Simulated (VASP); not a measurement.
# B: single point with PBE

B:

```xyz
2
Lattice="1.6634 0.0000 0.0000 -0.8317 1.4405 0.0000 0.0000 0.0000 2.9985" Properties=species:S:1:pos:R:3 pbc="T T T"
B     0.0000    0.9603    0.7496
B     0.8317    0.4802    2.2489
```

| Property | Result |
| --- | --- |
| Program | VASP 6.6.1 |
| Task | single point |
| Functional | PBE |
| Potentials or basis | VASP PAW PBE potentials, release 64 (B) |
| Cutoff | 520 eV |
| k mesh | 24 × 24 × 13 |
| Occupations | fermi-dirac, width 0.1 eV |
| Spin | no spin polarisation |

| Property | Result |
| --- | --- |
| Pressure | 330.4 GPa |
| Band gap on the k mesh | zero (band 3 reaches 22.75 eV, above the bottom of band 4 at 11.98 eV) |

Stress tensor (GPa, compression positive):
```
330.72   0.00   0.00
  0.00 330.72   0.00
  0.00   0.00 329.81
```

Levels at points of the mesh, in eV from the Fermi level:
| k point | band 1 | band 2 | band 3 | band 4 | band 5 | band 6 | band 7 | band 8 |
| --- | --- | --- | --- | --- | --- | --- | --- | --- |
| (0.00, 0.00, 0.00) | -25.68 | -16.29 | -8.52 | 20.20 | 23.12 | 23.12 | 26.48 | 26.48 |
| (0.50, 0.00, 0.00) | -14.72 | -11.47 | -1.19 | 2.08 | 3.53 | 8.77 | 11.75 | 20.30 |

It took 7.5 s on 1 thread of Intel Xeon 6975P-C, with other jobs on the host, peak memory 0.13 GiB.
